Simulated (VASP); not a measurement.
LiMg2, 6 atoms in the cell. Symmetry: P-6m2, No. 187, hexagonal system. Conventional cell: a = 3.122 Å, b = 3.122 Å, c = 15.235 Å, α = 90.00°, β = 90.00°, γ = 120.00°. Within 4.0 Å of Li (site symmetry 3m) lie 6 Mg at 3.06 to 3.12 Å and 6 Li at 3.12 Å. Within 4.1 Å of Mg (site symmetry -6m2) lie 12 Mg at 3.12 to 3.17 Å. Mg (site symmetry 3m) has 3 Li at 3.06 Å and 9 Mg at 3.12 to 3.17 Å within 4.0 Å. Within 4.1 Å of Mg (site symmetry -6m2) lie 6 Li at 3.12 Å and 6 Mg at 3.12 Å. 

- Program: VASP 6.6.1
- Task: relaxation of cell and atoms
- Functional: LDA
- Potentials or basis: VASP PAW LDA potentials, release 64 (Li_sv, Mg)
- Cutoff: 600 eV
- k mesh: 8 × 8 × 2
- Occupations: gaussian, width 0.05 eV
- Spin: no spin polarisation
- Dipole correction: no
- Further INCAR settings: ALGO = Normal; EDIFF = 1e-06; IBRION = 2; EDIFFG = -0.01; NSW = 80; ISIF = 3

Potentials or basis: VASP PAW LDA potentials, release 64 (Li_sv, Mg).

Launch:

```sh
$ cat potpaw_LDA.64/Li_sv/POTCAR potpaw_LDA.64/Mg/POTCAR > POTCAR
$ mpirun -np 1 vasp_std > vasp.out
```

Hardware: 1 thread of Intel Xeon 8259CL (shared host).

Estimate the wall time of this run.

Run time: 4.8 min on 1 thread of Intel Xeon 8259CL, on a shared host, peak memory 0.26 GiB. Counts: scf iterations 42, k points 20, ion steps 6.
